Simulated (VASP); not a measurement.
Li2S: single point with PBE

The system is Li2S.

```xyz
3
Lattice="0.0000 2.8453 2.8453 2.8453 0.0000 2.8453 2.8453 2.8453 0.0000" Properties=species:S:1:pos:R:3 pbc="T T T"
S     0.0000    0.0000    0.0000
Li    1.4226    1.4226    1.4226
Li    4.2679    4.2679    4.2679
```

```
Program                : VASP 6.6.1
Task                   : single point
Functional             : PBE
Potentials or basis    : VASP PAW PBE potentials, release 64 (S, Li_sv)
Cutoff                 : 520 eV
k mesh                 : 8 × 8 × 8
Occupations            : fermi-dirac, width 0.02 eV
Spin                   : no spin polarisation
Dipole correction      : no
Further INCAR settings : ALGO = Normal; EDIFF = 1e-06; NBANDS = 13
```

* Band gap on the k mesh: 3.39 eV, indirect (least direct gap 4.30 eV)

Levels at points of the mesh, in eV from the valence-band top:
| k point | band 4 | band 5 | band 6 | band 7 | band 8 | band 9 |
| --- | --- | --- | --- | --- | --- | --- |
| (0.00, 0.00, 0.00) | 0.00 | 0.00 | 0.00 | 4.30 | 6.23 | 6.23 |
| (0.50, 0.00, 0.00) | -2.88 | -0.51 | -0.51 | 6.13 | 6.58 | 6.58 |
| (0.50, 0.50, 0.00) | -2.17 | -1.43 | -1.43 | 3.39 | 7.11 | 11.12 |

Run time: 22 s on 1 thread of AMD EPYC 7R43 64-Core Processor (Zen 3) (shared host), peak memory 0.12 GiB.

 A k mesh can miss the band edges.
